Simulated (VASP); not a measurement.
# LiCl (I4/mmm) in VASP: a series of runs

Runs on LiCl. Level: LDA. Tasks: single point.

Program: VASP 6.6.1. These are calculated values, not measurements. Logs are shortened: lines on timing, memory, paths and dates and some standing lists are left out, and cuts for length are marked.

**1. The cell of the first run**

Symmetry: I4/mmm, No. 139, tetragonal system. Conventional cell: a = 3.808 Å, b = 3.808 Å, c = 5.130 Å, α = 90.00°, β = 90.00°, γ = 90.00°. Within 3.4 Å of Li (site symmetry 4/mmm) lie 6 Cl at 2.56 to 2.69 Å. Cl (site symmetry 4/mmm) has 6 Li at 2.56 to 2.69 Å within 3.4 Å.

**2. Single point, LDA (strain +0.050 along x and y, +0.000 along z)**

INCAR

```
SYSTEM = LiCl
PREC = Accurate
ENCUT = 520
EDIFF = 1E-6
ISMEAR = 0
SIGMA = 0.05
LREAL = .False.
LASPH = .True.
NELM = 100
ALGO = Normal
ISIF = 2
LWAVE = .False.
LCHARG = .False.
GGA = CA
NBANDS = 12
```

KPOINTS

```
Automatic mesh
0
Gamma
  8 8 8
  0 0 0
```

POSCAR

```
LiCl
1.0
    0.0000000000      2.6929980000      2.5647600000
    2.6929980000      0.0000000000      2.5647600000
    2.6929980000      2.6929980000      0.0000000000
Li Cl
1 1
Direct
    0.0000000000      0.0000000000      0.0000000000
    0.5000000000      0.5000000000      0.5000000000
```

Potentials or basis: VASP PAW LDA potentials, release 64 (Li_sv, Cl).

Started as:

```bash
cat potpaw_LDA.64/Li_sv/POTCAR potpaw_LDA.64/Cl/POTCAR > POTCAR
mpirun -np 1 vasp_std > vasp.out
```

OUTCAR:

```text
SYSTEM = LiCl
   PREC = Accurate
   ENCUT = 520
   EDIFF = 1E-6
   ISMEAR = 0
   LREAL = .False.
   LASPH = .True.
   NELM = 100
   ISIF = 2
   GGA = CA

 ion  position               nearest neighbor table
   1  0.000  0.000  0.000-   2 2.56   2 2.56
   2  0.500  0.500  0.500-   1 2.56   1 2.56

  LATTYP: Found a body centered tetragonal cell.
 ALAT       =     3.8084742950
 C/A-ratio  =     1.3468700594

  Lattice vectors:

 A1 = (   0.0000000000,  -2.6929980000,  -2.5647600000)
 A2 = (   0.0000000000,   2.6929980000,  -2.5647600000)
 A3 = (   2.6929980000,   0.0000000000,   2.5647600000)

Analysis of symmetry for initial positions (statically):
=====================================================================
 Subroutine PRICEL returns:
 Original cell was already a primitive cell.

 Routine SETGRP: Setting up the symmetry group for a
 body centered tetragonal supercell.

 Subroutine GETGRP returns: Found 16 space group operations
 (whereof 16 operations were pure point group operations)
 out of a pool of 16 trial point group operations.

The static configuration has the point symmetry D_4h.

Analysis of symmetry for dynamics (positions and initial velocities):
=====================================================================
 Subroutine PRICEL returns:
 Original cell was already a primitive cell.

 Routine SETGRP: Setting up the symmetry group for a
 body centered tetragonal supercell.

 Subroutine GETGRP returns: Found 16 space group operations
 (whereof 16 operations were pure point group operations)
 out of a pool of 16 trial point group operations.

The dynamic configuration has the point symmetry D_4h.

 Subroutine INISYM returns: Found 16 space group operations
 (whereof 16 operations are pure point group operations),
 and found     1 'primitive' translations

----------------------------------------------------------------------------------------

                                     Primitive cell

  volume of cell :      37.2005

  direct lattice vectors                    reciprocal lattice vectors
     0.000000000  2.692998000  2.564760000    -0.185666681  0.185666681  0.194950015
     2.692998000  0.000000000  2.564760000     0.185666681 -0.185666681  0.194950015
     2.692998000  2.692998000  0.000000000     0.185666681  0.185666681 -0.194950015

  length of vectors
     3.718902000  3.718902000  3.808474295     0.327031712  0.327031712  0.327031712

  position of ions in fractional coordinates (direct lattice)
     0.000000000  0.000000000  0.000000000
     0.500000000  0.500000000  0.500000000

  ion indices of the primitive-cell ions
   primitive index   ion index
                 1           1
                 2           2

----------------------------------------------------------------------------------------

 KPOINTS: Automatic mesh

Automatic generation of k-mesh.
 Grid dimensions read from file:
 generate k-points for:    8    8    8

 Generating k-lattice:

  Cartesian coordinates                     Fractional coordinates (reciprocal lattice)
    -0.023208335  0.023208335  0.024368752     0.125000000  0.000000000  0.000000000
     0.023208335 -0.023208335  0.024368752     0.000000000  0.125000000  0.000000000
     0.023208335  0.023208335 -0.024368752    -0.000000000 -0.000000000  0.125000000

  Length of vectors
     0.040878964  0.040878964  0.040878964

  Shift w.r.t. Gamma in fractional coordinates (k-lattice)
     0.000000000  0.000000000  0.000000000

 Subroutine IBZKPT returns following result:
 ===========================================

 Found     59 irreducible k-points:

 Following reciprocal coordinates:
            Coordinates               Weight
  0.000000  0.000000  0.000000      1.000000
  0.125000  0.000000  0.000000      8.000000
  0.250000  0.000000  0.000000      8.000000
  0.375000  0.000000  0.000000      8.000000
  0.500000  0.000000  0.000000      4.000000
  0.125000  0.125000  0.000000      2.000000
[... 16 lines left out ...]
  0.250000  0.000000  0.125000     16.000000
  0.375000  0.000000  0.125000     16.000000
 [... further k-points ...]
   k-points           NKPTS =     59   k-points in BZ     NKDIM =     59   number of bands    NBANDS=     12
   number of dos      NEDOS =    301   number of ions     NIONS =      2
   total plane-waves  NPLWV =  21952
   dimension x,y,z NGX =    28 NGY =   28 NGZ =   28
   dimension x,y,z NGXF=    56 NGYF=   56 NGZF=   56
   ions per type =               1   1
   NGX,Y,Z   is equivalent  to a cutoff of  12.52, 12.52, 12.22 a.u.
   NGXF,Y,Z  is equivalent  to a cutoff of  25.03, 25.03, 24.44 a.u.
 SYSTEM =  LiCl
   PREC   = accura    normal or accurate (medium, high low for compatibility)
   ISTART =      0    job   : 0-new  1-cont  2-samecut
   ICHARG =      2    charge: 1-file 2-atom 10-const
   ISPIN  =      1    spin polarized calculation?
   LNONCOLLINEAR =      F non collinear calculations
   LSORBIT =      F    spin-orbit coupling
   LASPH  =      T    aspherical Exc in radial PAW
   ENCUT  =  520.0 eV  38.22 Ry    6.18 a.u.   6.91  6.91  7.08*2*pi/ulx,y,z
   NELM   =    100;   NELMIN=  2; NELMDL= -5     # of ELM steps
   EDIFF  = 0.1E-05   stopping-criterion for ELM
   LREAL  =      F    real-space projection
   EDIFFG = 0.1E-04   stopping-criterion for IOM
   NSW    =      0    number of steps for IOM
   IBRION =     -1    ionic relax: 0-MD 1-quasi-New 2-CG
   NFREE  =      0    steps in history (QN), initial steepest desc. (CG)
   ISIF   =      2    stress and relaxation
   ISYM   =      2    0-nonsym 1-usesym 2-fastsym
   POTIM  = 0.5000    time-step for ionic-motion
   TEBEG  =    0.0;   TEEND  =   0.0 temperature during run
   PSTRESS=    0.0 pullay stress
   NELECT =      10.0000    total number of electrons
   NUPDOWN=      -1.0000    fix difference up-down
   EMIN   =  10.00;   EMAX   =-10.00  energy-range for DOS
   EFERMI =   0.00;   METHOD = LEGACY
   ISMEAR =     0;   SIGMA  =   0.05  broadening in eV -4-tet -1-fermi 0-gaus
   EFERMI_NEDOS =   21; number of points for ismear=-14 and -15
   IALGO  =     38    algorithm
   IMIX   =      4    mixing-type and parameters
     AMIX     =   0.40;   BMIX     =  1.00
     AMIX_MAG =   1.60;   BMIX_MAG =  1.00
  volume/ion in A,a.u.               =      18.60       125.52
  Fermi-wavevector in a.u.,A,eV,Ry     =   1.056554  1.996598 15.188284  1.116307
  Thomas-Fermi vector in A             =   2.191795
   LORBIT       =      0    0 simple, 1 ext, 2 COOP (PROOUT), +10 PAW based schemes
   GGA     = CA    functional components
   LHFCALC =     F    Hartree Fock is set to
   AEXX    =    0.0000 exact exchange contribution
   IVDW    =     0    specifies the selected vdW correction
   LEPSILON=     F    determine dielectric tensor
   LRPA    =     F    only Hartree local field effects (RPA)
 non-spin polarized calculation
 Gauss-broadening in eV      SIGMA  =   0.05
  energy-cutoff  :      520.00
  volume of cell :       37.20
 maximum number of plane-waves:      1014
   NGX = 13   NGY = 13   NGZ = 15

 number of electron      10.0000000 magnetization

 number of electron       9.9999994 magnetization

 Free energy of the ion-electron system (eV)
  ---------------------------------------------------
  ext. energy  EPLUGINS =         0.00000000
  ---------------------------------------------------
  free energy    TOTEN  =        -7.96690533 eV

  energy without entropy =       -7.96690533  energy(sigma->0) =       -7.96690533

 E-fermi :   0.0686     XC(G=0):  -8.7542

 val. band max:       -0.2044426877   @ k =   0.0000   0.0000   0.0000
 cond. band min:       5.2375319539   @ k =   0.0000   0.0000   0.0000
 fundamental gap:      5.4419746416
 Fermi energy:         0.0685976567

 k-point     1 :       0.0000    0.0000    0.0000
  band No.  band energies     occupation
      1     -42.8870      2.00000
      2     -13.2580      2.00000
      3      -0.3491      2.00000
      4      -0.2044      2.00000
      5      -0.2044      2.00000
      6       5.2375      0.00000
      7      11.2666      0.00000
      8      11.2666      0.00000
      9      11.6569      0.00000
     10      13.0224      0.00000
     11      13.0224      0.00000
     12      13.6457      0.00000

 k-point     2 :       0.1250    0.0000    0.0000
  band No.  band energies     occupation
      1     -42.8867      2.00000
      2     -13.1953      2.00000
      3      -0.7446      2.00000
      4      -0.3093      2.00000
      5      -0.2542      2.00000
      6       5.6975      0.00000
      7      10.4838      0.00000
      8      10.9412      0.00000
      9      11.4041      0.00000
     10      12.2634      0.00000
     11      12.5001      0.00000
     12      13.8272      0.00000

 k-point     3 :       0.2500    0.0000    0.0000
  band No.  band energies     occupation
      1     -42.8861      2.00000
      2     -13.0368      2.00000
      3      -1.6836      2.00000
      4      -0.3687      2.00000
      5      -0.3630      2.00000
      6       6.2695      0.00000
      7       9.7942      0.00000
      8       9.9776      0.00000
      9      10.3426      0.00000
     10      13.2663      0.00000
     11      13.2729      0.00000
     12      14.3593      0.00000
[... 286 lines left out ...]
 k-point    23 :       0.2500    0.0000    0.1250
  band No.  band energies     occupation
      1     -42.8862      2.00000
      2     -13.0492      2.00000
      3      -1.4118      2.00000
      4      -0.5843      2.00000
      5      -0.4613      2.00000
      6       6.6271      0.00000
      7       9.5399      0.00000
      8       9.6754      0.00000
      9      11.0266      0.00000
     10      12.0680      0.00000
     11      14.1846      0.00000
     12      15.0559      0.00000

 k-point    24 :       0.3750    0.0000    0.1250
  band No.  band energies     occupation
      1     -42.8855      2.00000
      2     -12.8798      2.00000
      3      -2.2111      2.00000
      4      -0.6784      2.00000
      5      -0.5982      2.00000
      6       6.8120      0.00000
      7       8.8607      0.00000
      8       9.9339      0.00000
      9      10.2805      0.00000
     10      13.3190      0.00000
     11      15.4779      0.00000
     12      15.7900      0.00000

 [... further k-points ...]
[... 5 lines left out ...]
  --------------------------------------------------------------------------------------
  -------------------------------------------------------------------------------------
  Total       -1.2449164     -1.2449164     -1.1089330      0.0000000     -0.0000000      0.0000000
  in kB      -53.6169336    -53.6169336    -47.7603059      0.0000000     -0.0000000      0.0000000
  external PRESSURE =     -51.6647244 kB  Pullay stress =       0.0000000 kB

 VOLUME and BASIS-vectors are now :
 -----------------------------------------------------------------------------
  energy-cutoff  :      520.00
  volume of cell :       37.20
      direct lattice vectors                 reciprocal lattice vectors
     0.000000000  2.692998000  2.564760000    -0.185666681  0.185666681  0.194950015
     2.692998000  0.000000000  2.564760000     0.185666681 -0.185666681  0.194950015
     2.692998000  2.692998000  0.000000000     0.185666681  0.185666681 -0.194950015

 POSITION                                       TOTAL-FORCE (eV/Angst)
 -----------------------------------------------------------------------------------
      0.00000      0.00000      0.00000        -0.000000     -0.000000      0.000000
      2.69300      2.69300      2.56476         0.000000      0.000000      0.000000
 -----------------------------------------------------------------------------------
    total drift:                                0.000000      0.000000      0.000000

  FREE ENERGIE OF THE ION-ELECTRON SYSTEM (eV)
  ---------------------------------------------------
  free  energy   TOTEN  =        -7.9669053327 eV

  energy  without entropy=       -7.9669053327  energy(sigma->0) =       -7.96690533
```

Run time: 25 s. Hardware: 1 thread of AMD EPYC 7R43 (Zen 3), shared host; peak memory 0.11 GiB.

What came out:

```
Free energy            : -7.9669 eV
Band gap on the k mesh : 5.44 eV, direct
```

Levels at points of the mesh, in eV from the valence-band top:
```csv
k point,band 3,band 4,band 5,band 6,band 7,band 8
"(0.00, 0.00, 0.00)",-0.14,0.00,0.00,5.44,11.47,11.47
"(0.50, 0.00, 0.00)",-2.57,-0.31,-0.22,6.25,8.92,9.31
"(0.50, 0.50, 0.00)",-2.62,-1.10,-1.10,7.34,7.92,11.70
"(0.50, 0.00, 0.50)",-2.62,-1.12,-0.82,7.40,8.16,11.06
```

Caveat: the cell differs from its parent crystal (strain +0.050 along x and y, +0.000 along z); the cutoff is under 1.25 times the usual one of these potentials, so pressure, stress and relaxed cells hold a basis-set (Pulay) error. A k mesh can miss the band edges.

**3. Single point, LDA (strain -0.050 along x and y, +0.050 along z)**

INCAR

```
ALGO     = Normal         # electronic algorithm
EDIFF    = 1E-6           # SCF threshold, eV
ENCUT    = 520            # plane-wave cutoff, eV
ISIF     = 2              # what is computed and relaxed
ISMEAR   = 0              # smearing method
LASPH    = T              # aspherical terms in the spheres
LCHARG   = F              # write CHGCAR
LREAL    = F              # projectors in reciprocal space
LWAVE    = F              # write WAVECAR
NBANDS   = 12             # bands
NELM     = 60             # most SCF steps
PREC     = Accurate       # precision mode
SIGMA    = 0.05           # smearing width, eV
```

KPOINTS

```
k-points
0
Gamma
  8 8 8
```

POSCAR

```
LiCl
1.0
    0.0000000000      2.4365220000      2.6929980000
    2.4365220000      0.0000000000      2.6929980000
    2.4365220000      2.4365220000      0.0000000000
Li Cl
1 1
Direct
    0.0000000000      0.0000000000      0.0000000000
    0.5000000000      0.5000000000      0.5000000000
```

Potentials or basis: VASP PAW LDA potentials, release 64 (Li_sv, Cl).

Started as:

```bash
cat potpaw_LDA.64/Li_sv/POTCAR potpaw_LDA.64/Cl/POTCAR > POTCAR
mpirun -np 1 vasp_std > vasp.out
```

It took 32 s on 1 thread of AMD EPYC 7R13, shared host; peak memory 0.11 GiB.

Results (log left out):

```
Free energy            : -8.0641 eV
Band gap on the k mesh : 6.19 eV, direct
```

Levels at points of the mesh, in eV from the valence-band top:
```csv
k point,band 2,band 3,band 4,band 5,band 6,band 7,band 8,band 9
"(0.00, 0.00, 0.00)",-13.64,-0.20,-0.20,0.00,6.19,11.13,12.05,12.05
"(0.50, 0.00, 0.00)",-12.99,-3.24,-0.56,-0.24,6.31,8.84,9.54,13.06
"(0.50, 0.50, 0.00)",-12.83,-3.37,-1.13,-1.13,7.93,8.15,11.56,14.59
"(0.50, 0.00, 0.50)",-12.61,-3.37,-1.84,-1.12,7.63,7.71,12.84,12.95
```

Caveat: the cell differs from its parent crystal (strain -0.050 along x and y, +0.050 along z); the cutoff is under 1.25 times the usual one of these potentials, so pressure, stress and relaxed cells hold a basis-set (Pulay) error. A k mesh can miss the band edges.
